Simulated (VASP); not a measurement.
**Sn3Pb5Se8: relaxation of cell and atoms with PBEsol**

Crystal: Sn3Pb5Se8.

```
CELL_PARAMETERS angstrom
0.00000 6.04687 -6.04687
-6.04687 0.00000 -6.04687
-6.04651 6.04651 -0.00036
ATOMIC_POSITIONS crystal
Sn 0.50000 0.50000 0.00000
Sn 0.00000 0.50000 0.00000
Sn 0.50000 0.00000 0.00000
Pb 0.00000 0.00000 0.00000
Pb 0.50000 0.50000 0.50000
Pb 0.00000 0.50000 0.50000
Pb 0.50000 0.00000 0.50000
Pb 0.00000 0.00000 0.50000
Se 0.75000 0.75000 0.24448
Se 0.25552 0.75000 0.24448
Se 0.75000 0.25552 0.24448
Se 0.25275 0.25275 0.24175
Se 0.74725 0.74725 0.75825
Se 0.25000 0.74448 0.75552
Se 0.74448 0.25000 0.75552
Se 0.25000 0.25000 0.75552
```

```json
{"Program": "VASP 6.6.1", "Task": "relaxation of cell and atoms", "Functional": "PBEsol", "Potentials or basis": "VASP PAW PBE potentials, release 64 (Sn_d, Pb_d, Se)", "Cutoff": "600 eV", "k mesh": "6 × 6 × 5", "Occupations": "gaussian, width 0.03 eV", "Spin": "no spin polarisation", "Further INCAR settings": "ALGO = Normal; EDIFF = 1e-07; IBRION = 2; EDIFFG = -0.005; NSW = 90; ISIF = 3"}
```

```json
{
 "Relaxed volume": "27.66 Å³/atom",
 "Relaxed cell": "a = 8.553 Å, b = 8.553 Å, c = 8.554 Å, α = 60.00°, β = 60.00°, γ = 60.00°",
 "Space group after relaxing (to 0.1 Å)": "R-3m (No. 166)",
 "Energy gained by relaxing": "0.0 meV/atom",
 "Ionic steps": "2",
 "Pressure after relaxing": "0.0 GPa",
 "Largest force after relaxing": "0.003 eV/Å",
 "Band gap on the k mesh": "zero (filled and empty bands touch)"
}
```

Forces in eV/Å, atoms in the order of the input:
```
Sn   0.000  0.000  0.000
Sn   0.000  0.000  0.000
Sn   0.000  0.000  0.000
Pb   0.000  0.000  0.000
Pb   0.000  0.000  0.000
Pb   0.000  0.000  0.000
Pb   0.000  0.000  0.000
Pb   0.000  0.000  0.000
Se   0.001 -0.001  0.000
Se   0.001  0.000 -0.001
Se   0.000 -0.001 -0.001
Se  -0.002  0.002  0.002
Se   0.002 -0.002 -0.002
Se   0.000  0.001  0.001
Se  -0.001  0.000  0.001
Se  -0.001  0.001  0.000
```

Final structure:
```
Sn Pb Se
1.0
     0.00000    6.04807   -6.04807
    -6.04807    0.00000   -6.04807
    -6.04865    6.04865    0.00058
Sn Pb Se
3 5 8
Direct
  0.50000 0.50000 0.00000
  0.00000 0.50000 0.00000
  0.50000 0.00000 0.00000
  0.00000 0.00000 0.00000
  0.50000 0.50000 0.50000
  0.00000 0.50000 0.50000
  0.50000 0.00000 0.50000
  0.00000 0.00000 0.50000
  0.75000 0.75000 0.24447
  0.25553 0.75000 0.24447
  0.75000 0.25553 0.24447
  0.25274 0.25274 0.24177
  0.74726 0.74726 0.75823
  0.25000 0.74447 0.75553
  0.74447 0.25000 0.75553
  0.25000 0.25000 0.75553
```

Levels at points of the mesh, in eV from the Fermi level:
| k point | band 77 | band 78 | band 79 | band 80 | band 81 | band 82 | band 83 | band 84 |
| --- | --- | --- | --- | --- | --- | --- | --- | --- |
| (0.00, 0.00, 0.00) | -0.11 | -0.03 | -0.01 | -0.01 | -0.01 | 0.25 | 0.28 | 0.28 |
| (0.50, 0.00, 0.00) | -1.97 | -1.95 | -1.09 | -1.07 | 1.94 | 2.08 | 2.58 | 2.59 |
| (0.50, 0.50, 0.00) | -0.96 | -0.69 | -0.57 | -0.50 | 1.14 | 1.18 | 1.21 | 1.22 |

Wall time 36 min on 4 MPI ranks on Intel(R) Xeon(R) Platinum 8259CL CPU @ 2.50GHz (Skylake/Cascade Lake), on a shared host, peak memory 2.2 GiB a rank.

Caveat: semilocal functionals underestimate gaps, so a narrow gap can read as zero; the PAW data sets were made with another functional, which shifts forces and pressure a little; spin-orbit coupling is left out, which moves the levels of the heavy elements.
